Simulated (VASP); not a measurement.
# Fe (Fd-3m) in VASP: further runs

Fe is run at these levels: r2SCAN; tasks: single point, relaxation of cell and atoms.

Everything below comes from runs of VASP 6.6.1. Logs are shortened: lines on timing, memory, paths and dates and some standing lists are left out, and cuts for length are marked.

### Step 1. The cell of the first run

Symmetry: Fd-3m, No. 227, cubic system. Conventional cell: a = 4.751 Å, b = 4.751 Å, c = 4.751 Å, α = 90.00°, β = 90.00°, γ = 90.00°. Fe (site symmetry -43m) has 4 Fe at 2.06 Å within 2.7 Å.

### Step 2. Single point, r2SCAN, collinear spin, ferromagnetic start

File POSCAR:

```
Fe
1.0
    0.0000000000      2.3755431895      2.3755431895
    2.3755431895      0.0000000000      2.3755431895
    2.3755431895      2.3755431895      0.0000000000
Fe
2
Direct
    0.5000000000      0.5000000000      0.5000000000
    0.7500000000      0.7500000000      0.7500000000
```

File INCAR.step1:

```
SYSTEM = Fe
PREC     = Accurate       ! precision mode
ENCUT    = 520            ! plane-wave cutoff, eV
ISMEAR   = 0              ! smearing method
SIGMA    = 0.1            ! smearing width, eV
LREAL    = .FALSE.        ! projectors in reciprocal space
LASPH    = .TRUE.         ! aspherical terms in the spheres
NELM     = 150            ! most SCF steps
ISPIN    = 2              ! spin polarisation
MAGMOM   = 4 4            ! initial moments
LMAXMIX  = 4              ! l up to which the mixer works
NBANDS   = 19             ! bands
GGA      = PE             ! functional
ALGO     = Normal         ! electronic algorithm
EDIFF    = 1E-4           ! SCF threshold, eV
LWAVE    = .TRUE.         ! write WAVECAR
LCHARG   = .FALSE.        ! write CHGCAR
```

File INCAR.step2:

```
SYSTEM = Fe
PREC     = Accurate       ! precision mode
ENCUT    = 520            ! plane-wave cutoff, eV
EDIFF    = 1E-6           ! SCF threshold, eV
ISMEAR   = 0              ! smearing method
SIGMA    = 0.1            ! smearing width, eV
LREAL    = .FALSE.        ! projectors in reciprocal space
LASPH    = .TRUE.         ! aspherical terms in the spheres
NELM     = 150            ! most SCF steps
ALGO     = Normal         ! electronic algorithm
ISIF     = 2              ! what is computed and relaxed
LWAVE    = .FALSE.        ! write WAVECAR
LCHARG   = .TRUE.         ! write CHGCAR
ISPIN    = 2              ! spin polarisation
MAGMOM   = 4 4            ! initial moments
LORBIT   = 11             ! projections on sites
LMAXMIX  = 4              ! l up to which the mixer works
METAGGA  = R2SCAN         ! meta-GGA
LMIXTAU  = .TRUE.       
LELF     = .TRUE.         ! ELF
LVHAR    = .TRUE.       
NBANDS   = 19             ! bands
ISTART   = 1
```

File KPOINTS:

```
Automatic mesh
0
G
  6 6 6
  0 0 0
```

Potentials or basis: VASP PAW PBE potentials, release 64 (Fe).

The run is started by

```
$ cat potpaw_PBE.64/Fe/POTCAR > POTCAR
$ cp INCAR.step1 INCAR
$ mpirun -np 1 vasp_std > vasp.out
$ cp INCAR.step2 INCAR
$ mpirun -np 1 vasp_std > vasp.out
```

OUTCAR:

```text
SYSTEM = Fe
   PREC = Accurate
   ENCUT = 520
   EDIFF = 1E-6
   ISMEAR = 0
   LREAL = .FALSE.
   LASPH = .TRUE.
   NELM = 150
   ISIF = 2
   ISPIN = 2
   LORBIT = 11
   METAGGA = R2SCAN
   ISTART = 1

 ion  position               nearest neighbor table
   1  0.500  0.500  0.500-   2 2.06   2 2.06   2 2.06   2 2.06
   2  0.750  0.750  0.750-   1 2.06   1 2.06   1 2.06   1 2.06

  LATTYP: Found a face centered cubic cell.
 ALAT       =     4.7510863790

  Lattice vectors:

 A1 = (   0.0000000000,   2.3755431895,   2.3755431895)
 A2 = (   2.3755431895,   0.0000000000,   2.3755431895)
 A3 = (   2.3755431895,   2.3755431895,   0.0000000000)

Analysis of symmetry for initial positions (statically):
=====================================================================
 Subroutine PRICEL returns:
 Original cell was already a primitive cell.

 Routine SETGRP: Setting up the symmetry group for a
 face centered cubic supercell.

 Subroutine GETGRP returns: Found 48 space group operations
 (whereof 24 operations were pure point group operations)
 out of a pool of 48 trial point group operations.

The static configuration has the point symmetry T_d .
 The point group associated with its full space group is O_h .

Analysis of symmetry for dynamics (positions and initial velocities):
=====================================================================
 Subroutine PRICEL returns:
 Original cell was already a primitive cell.

 Routine SETGRP: Setting up the symmetry group for a
 face centered cubic supercell.

 Subroutine GETGRP returns: Found 48 space group operations
 (whereof 24 operations were pure point group operations)
 out of a pool of 48 trial point group operations.

The dynamic configuration has the point symmetry T_d .
 The point group associated with its full space group is O_h .

Analysis of structural, dynamic, and magnetic symmetry:
=====================================================================
 Subroutine PRICEL returns:
 Original cell was already a primitive cell.

 Routine SETGRP: Setting up the symmetry group for a
 face centered cubic supercell.

 Subroutine GETGRP returns: Found 48 space group operations
 (whereof 24 operations were pure point group operations)
 out of a pool of 48 trial point group operations.

The overall configuration has the point symmetry T_d .
 The point group associated with its full space group is O_h .

 Subroutine INISYM returns: Found 48 space group operations
 (whereof 24 operations are pure point group operations),
 and found     1 'primitive' translations

----------------------------------------------------------------------------------------

                                     Primitive cell

  volume of cell :      26.8114

  direct lattice vectors                    reciprocal lattice vectors
     0.000000000  2.375543190  2.375543190    -0.210478177  0.210478177  0.210478177
     2.375543190  0.000000000  2.375543190     0.210478177 -0.210478177  0.210478177
     2.375543190  2.375543190  0.000000000     0.210478177  0.210478177 -0.210478177

  length of vectors
     3.359525397  3.359525397  3.359525397     0.364558897  0.364558897  0.364558897

  position of ions in fractional coordinates (direct lattice)
     0.500000000  0.500000000  0.500000000
     0.750000000  0.750000000  0.750000000

  ion indices of the primitive-cell ions
   primitive index   ion index
                 1           1
                 2           2

----------------------------------------------------------------------------------------

 KPOINTS: Automatic mesh

Automatic generation of k-mesh.
 Grid dimensions read from file:
 generate k-points for:    6    6    6

 Generating k-lattice:

  Cartesian coordinates                     Fractional coordinates (reciprocal lattice)
    -0.035079696  0.035079696  0.035079696     0.166666667  0.000000000  0.000000000
     0.035079696 -0.035079696  0.035079696     0.000000000  0.166666667  0.000000000
     0.035079696  0.035079696 -0.035079696     0.000000000  0.000000000  0.166666667

  Length of vectors
     0.060759816  0.060759816  0.060759816

  Shift w.r.t. Gamma in fractional coordinates (k-lattice)
     0.000000000  0.000000000  0.000000000

 Subroutine IBZKPT returns following result:
 ===========================================

 Found     16 irreducible k-points:

 Following reciprocal coordinates:
            Coordinates               Weight
  0.000000  0.000000  0.000000      1.000000
  0.166667  0.000000  0.000000      8.000000
  0.333333  0.000000  0.000000      8.000000
  0.500000  0.000000  0.000000      4.000000
  0.166667  0.166667  0.000000      6.000000
  0.333333  0.166667  0.000000     24.000000
[... 8 lines left out ...]
 -0.333333  0.333333  0.166667     24.000000
 -0.333333  0.500000  0.166667     12.000000
   k-points           NKPTS =     16   k-points in BZ     NKDIM =     16   number of bands    NBANDS=     19
   number of dos      NEDOS =    301   number of ions     NIONS =      2
   total plane-waves  NPLWV =  21952
   dimension x,y,z NGX =    28 NGY =   28 NGZ =   28
   dimension x,y,z NGXF=    56 NGYF=   56 NGZF=   56
   ions per type =               2
   NGX,Y,Z   is equivalent  to a cutoff of  13.86, 13.86, 13.86 a.u.
   NGXF,Y,Z  is equivalent  to a cutoff of  27.71, 27.71, 27.71 a.u.
 SYSTEM =  Fe
   PREC   = accura    normal or accurate (medium, high low for compatibility)
   ISTART =      1    job   : 0-new  1-cont  2-samecut
   ICHARG =      0    charge: 1-file 2-atom 10-const
   ISPIN  =      2    spin polarized calculation?
   LNONCOLLINEAR =      F non collinear calculations
   LSORBIT =      F    spin-orbit coupling
   LASPH  =      T    aspherical Exc in radial PAW
   ENCUT  =  520.0 eV  38.22 Ry    6.18 a.u.   6.25  6.25  6.25*2*pi/ulx,y,z
   NELM   =    150;   NELMIN=  2; NELMDL=  0     # of ELM steps
   EDIFF  = 0.1E-05   stopping-criterion for ELM
   LREAL  =      F    real-space projection
   EDIFFG = 0.1E-04   stopping-criterion for IOM
   NSW    =      0    number of steps for IOM
   IBRION =     -1    ionic relax: 0-MD 1-quasi-New 2-CG
   NFREE  =      0    steps in history (QN), initial steepest desc. (CG)
   ISIF   =      2    stress and relaxation
   ISYM   =      2    0-nonsym 1-usesym 2-fastsym
   POTIM  = 0.5000    time-step for ionic-motion
   TEBEG  =    0.0;   TEEND  =   0.0 temperature during run
   PSTRESS=    0.0 pullay stress
   NELECT =      16.0000    total number of electrons
   NUPDOWN=      -1.0000    fix difference up-down
   EMIN   =  10.00;   EMAX   =-10.00  energy-range for DOS
   EFERMI =   0.00;   METHOD = LEGACY
   ISMEAR =     0;   SIGMA  =   0.10  broadening in eV -4-tet -1-fermi 0-gaus
   EFERMI_NEDOS =   21; number of points for ismear=-14 and -15
   IALGO  =     38    algorithm
   IMIX   =      4    mixing-type and parameters
     AMIX     =   0.40;   BMIX     =  1.00
     AMIX_MAG =   1.60;   BMIX_MAG =  1.00
  volume/ion in A,a.u.               =      13.41        90.47
  Fermi-wavevector in a.u.,A,eV,Ry     =   1.378294  2.604598 25.846914  1.899695
  Thomas-Fermi vector in A             =   2.503369
   LORBIT       =     11    0 simple, 1 ext, 2 COOP (PROOUT), +10 PAW based schemes
   METAGGA = R2SCAN    functional components
   LHFCALC =     F    Hartree Fock is set to
   AEXX    =    0.0000 exact exchange contribution
   IVDW    =     0    specifies the selected vdW correction
   LEPSILON=     F    determine dielectric tensor
   LRPA    =     F    only Hartree local field effects (RPA)
 spin polarized calculation
 Gauss-broadening in eV      SIGMA  =   0.10
  energy-cutoff  :      520.00
  volume of cell :       26.81
 maximum number of plane-waves:       745
 NGX is ok and might be reduce to    28
   NGX = 13   NGY = 13   NGZ = 13

 number of electron      15.9999993 magnetization      -0.0107136

 Free energy of the ion-electron system (eV)
  ---------------------------------------------------
  ext. energy  EPLUGINS =         0.00000000
  ---------------------------------------------------
  free energy    TOTEN  =       -25.03139706 eV

  energy without entropy =      -25.01961235  energy(sigma->0) =      -25.02550471

 E-fermi :   4.1942     XC(G=0): -12.7498

 val. band max:        4.0719909088   @ k =   0.3333   0.1667   0.0000
 cond. band min:       4.2102072025   @ k =   0.5000   0.1667   0.0000
 fundamental gap:      0.1382162937
 Fermi energy:         4.1941577203

 spin component 1

 k-point     1 :       0.0000    0.0000    0.0000
  band No.  band energies     occupation
      1      -3.1304      1.00000
      2       1.0200      1.00000
      3       1.0200      1.00000
      4       1.3431      1.00000
      5       1.3431      1.00000
      6       1.3431      1.00000
[... 11 lines left out ...]
     18      21.6549      0.00000
     19      23.1443      0.00000

 k-point     2 :       0.1667    0.0000    0.0000
  band No.  band energies     occupation
      1      -2.5100      1.00000
      2       0.8156      1.00000
      3       0.8156      1.00000
      4       1.4013      1.00000
      5       1.6911      1.00000
      6       1.6911      1.00000
[... 300 lines left out ...]
 k-point    16 :      -0.3333    0.5000    0.1667
  band No.  band energies     occupation
      1       0.0978      1.00000
      2       0.0978      1.00000
      3       1.7517      1.00000
      4       1.7517      1.00000
      5       2.5648      1.00000
      6       2.5648      1.00000
[... 11 lines left out ...]
     18      25.9820      0.00000
     19      33.2059      0.00000
 Fermi energy:         4.1941577203

 spin component 2

 k-point     1 :       0.0000    0.0000    0.0000
  band No.  band energies     occupation
      1      -3.1295      1.00000
      2       1.0078      1.00000
      3       1.0078      1.00000
      4       1.3406      1.00000
      5       1.3406      1.00000
      6       1.3406      1.00000
[... 11 lines left out ...]
     18      21.6562      0.00000
     19      23.1443      0.00000

 k-point     2 :       0.1667    0.0000    0.0000
  band No.  band energies     occupation
      1      -2.5093      1.00000
      2       0.8070      1.00000
      3       0.8070      1.00000
      4       1.3988      1.00000
      5       1.6850      1.00000
      6       1.6850      1.00000
[... 300 lines left out ...]
 k-point    16 :      -0.3333    0.5000    0.1667
  band No.  band energies     occupation
      1       0.0931      1.00000
      2       0.0931      1.00000
      3       1.7476      1.00000
      4       1.7476      1.00000
      5       2.5604      1.00000
      6       2.5604      1.00000
[... 11 lines left out ...]
     18      25.9795      0.00000
     19      33.2028      0.00000

------------------------ aborting loop because EDIFF is reached ----------------------------------------

  FORCE on cell =-STRESS in cart. coord.  units (eV):
  Direction    XX          YY          ZZ          XY          YZ          ZX
  --------------------------------------------------------------------------------------
  -------------------------------------------------------------------------------------
  Total        0.9406386      0.9406386      0.9406386     -0.0000000      0.0000000     -0.0000000
  in kB       56.2101294     56.2101294     56.2101294     -0.0000000      0.0000000     -0.0000000
  external PRESSURE =      56.2101294 kB  Pullay stress =       0.0000000 kB

 VOLUME and BASIS-vectors are now :
 -----------------------------------------------------------------------------
  energy-cutoff  :      520.00
  volume of cell :       26.81
      direct lattice vectors                 reciprocal lattice vectors
     0.000000000  2.375543190  2.375543190    -0.210478177  0.210478177  0.210478177
     2.375543190  0.000000000  2.375543190     0.210478177 -0.210478177  0.210478177
     2.375543190  2.375543190  0.000000000     0.210478177  0.210478177 -0.210478177

 POSITION                                       TOTAL-FORCE (eV/Angst)
 -----------------------------------------------------------------------------------
      2.37554      2.37554      2.37554        -0.000000     -0.000000     -0.000000
      3.56331      3.56331      3.56331         0.000000      0.000000      0.000000
 -----------------------------------------------------------------------------------
    total drift:                                0.000000      0.000000      0.000000

  FREE ENERGIE OF THE ION-ELECTRON SYSTEM (eV)
  ---------------------------------------------------
  free  energy   TOTEN  =       -25.0313970636 eV

  energy  without entropy=      -25.0196123517  energy(sigma->0) =      -25.02550471

 total charge

# of ion       s       p       d       tot
------------------------------------------
    1        0.622   0.499   6.541   7.662
    2        0.622   0.499   6.541   7.662
--------------------------------------------------
tot          1.245   0.998  13.082  15.325

 magnetization (x)

# of ion       s       p       d       tot
------------------------------------------
    1        0.000   0.000  -0.006  -0.006
    2        0.000   0.000  -0.006  -0.006
--------------------------------------------------
tot          0.000   0.000  -0.012  -0.012
```

Run time: 72 s. Hardware: 1 thread of Intel Xeon Platinum 8259CL at 2.50GHz (Skylake/Cascade Lake), shared host; peak memory 0.18 GiB.

Results:

```
Free energy                                           : -25.0314 eV
Pressure                                              : 5.6 GPa
Band gap on the k mesh                                : zero (filled and empty bands overlap)
Net moment                                            : -0.01 μB per cell
Valence electrons inside the program's atomic spheres : Fe 7.66
```

Caveat: the k points lie up to 0.38 Å⁻¹ apart; the starting moments collapsed, and a magnetic state may lie lower; the PAW data sets were made with another functional, which shifts forces and pressure a little.

### Step 3. Single point, r2SCAN, collinear spin, ferromagnetic start

This run uses another cell than the first one, of 13.91 Å³/atom, 1.037 times its volume.

File POSCAR:

```
Fe
1.0
    0.0000000000      2.4047683956      2.4047683956
    2.4047683956      0.0000000000      2.4047683956
    2.4047683956      2.4047683956      0.0000000000
Fe
2
Direct
    0.0000000000      0.0000000000      0.0000000000
    0.2500000000      0.2500000000      0.2500000000
```

File INCAR.step1:

```
PREC = Accurate
ENCUT = 520
ISMEAR = 0
SIGMA = 0.1
LREAL = False
LASPH = True
NELM = 150
ISPIN = 2
MAGMOM = 0.46 0.46
LMAXMIX = 4
NBANDS = 19
GGA = PE
ALGO = Normal
EDIFF = 1E-4
LWAVE = True
LCHARG = False
```

File INCAR.step2:

```
PREC = Accurate
ENCUT = 520
EDIFF = 1E-6
ISMEAR = 0
SIGMA = 0.1
LREAL = False
LASPH = True
NELM = 150
ALGO = Normal
ISIF = 2
LWAVE = False
LCHARG = False
ISPIN = 2
MAGMOM = 0.46 0.46
LORBIT = 11
LMAXMIX = 4
METAGGA = R2SCAN
LMIXTAU = True
NBANDS = 19
ISTART = 1
```

File KPOINTS:

```
regular mesh
0
Gamma
  20 20 20
```

Potentials or basis: VASP PAW PBE potentials, release 64 (Fe).

The run is started by

```
$ cat potpaw_PBE.64/Fe/POTCAR > POTCAR
$ cp INCAR.step1 INCAR
$ mpirun -np 1 vasp_std > vasp.out
$ cp INCAR.step2 INCAR
$ mpirun -np 1 vasp_std > vasp.out
```

Run time: 15 min. Hardware: 1 thread of Intel Xeon Platinum 8259CL at 2.50GHz (Skylake/Cascade Lake), shared host; peak memory 0.32 GiB.

Results (log left out):

```yaml
Free_energy: -25.0535 eV
Pressure: -0.9 GPa
Band_gap_on_the_k_mesh: zero (filled and empty bands overlap)
Net_moment: 0.00 μB per cell
Valence_electrons_inside_the_program's_atomic_spheres: Fe 7.58
```

Levels at points of the mesh, in eV from the Fermi level:
Spin up:
```tsv
k point	band 6	band 7	band 8	band 9	band 10	band 11
(0.00, 0.00, 0.00)	-2.73	-0.40	-0.40	-0.40	1.36	1.36
(0.50, 0.00, 0.00)	-2.73	-1.22	0.18	0.18	1.09	1.09
(0.50, 0.50, 0.00)	-1.51	-0.80	-0.80	1.31	1.31	3.01
```
Spin down:
```csv
k point,band 5,band 6,band 7,band 8,band 9,band 10,band 11,band 12
"(0.00, 0.00, 0.00)",-2.73,-2.73,-0.40,-0.40,-0.40,1.35,1.35,15.24
"(0.50, 0.00, 0.00)",-2.73,-2.73,-1.22,0.18,0.18,1.09,1.09,2.75
"(0.50, 0.50, 0.00)",-1.51,-1.51,-0.80,-0.80,1.31,1.31,3.01,3.01
```

Caveat: the PAW data sets were made with another functional, which shifts forces and pressure a little.

[end of part 1 of 2]
